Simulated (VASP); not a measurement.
Runs of VASP 6.6.1 on W. The structure is that of space group Fm-3m (No. 225), or close to it. The cells are those of the table. 

```tsv
cell	gap on the mesh (eV)	pressure (GPa)
a = 2.914, b = 2.914, c = 2.957 Å, angles 59.5, 59.5, 61.0°, 1 atom	none	-21.9
a = 2.850, b = 2.850, c = 2.785 Å, angles 60.8, 60.8, 58.5°, 1 atom	none	(a)
a = 2.872, b = 2.872, c = 2.785 Å, angles 61.0, 61.0, 58.0°, 1 atom	none	1.1
a = 2.806, b = 2.806, c = 2.828 Å, angles 59.7, 59.7, 60.5°, 1 atom	none	10.5
a = 2.828, b = 2.828, c = 2.871 Å, angles 59.5, 59.5, 61.0°, 1 atom	none	0.8
a = 2.936, b = 2.936, c = 2.914 Å, angles 60.2, 60.2, 59.5°, 1 atom	none	-21.9
a = 2.806, b = 2.806, c = 2.785 Å, angles 60.3, 60.3, 59.5°, 1 atom	none	(b)
a = 2.828, b = 2.828, c = 2.785 Å, angles 60.5, 60.5, 59.0°, 1 atom	none	10.6
```

Alike in all rows: task single point; level r2SCAN; potentials or basis VASP PAW PBE potentials, release 64 (W_sv); no spin polarisation; k mesh 20 × 20 × 20; cutoff (eV) 520; smearing gaussian 0.15 eV.

Task: Estimate the missing entries.

Result: (a) 5.7; (b) 15.8.

Caveats: the PAW data sets were made with another functional, which shifts forces and pressure a little; spin-orbit coupling is left out, which moves the levels of the heavy elements; the stress differs along the axes, from -30 to -18 GPa (at least some runs); the stress differs along the axes, from 1 to 15 GPa (at least some runs); the stress differs along the axes, from -4 to 11 GPa (at least some runs); the stress differs along the axes, from 5 to 13 GPa (at least some runs); the stress differs along the axes, from -8 to 5 GPa (at least some runs).

A k mesh can miss the band edges, and the runs leave out spin-orbit coupling on W.

A gap of «none» marks levels without a gap at the run's occupations.
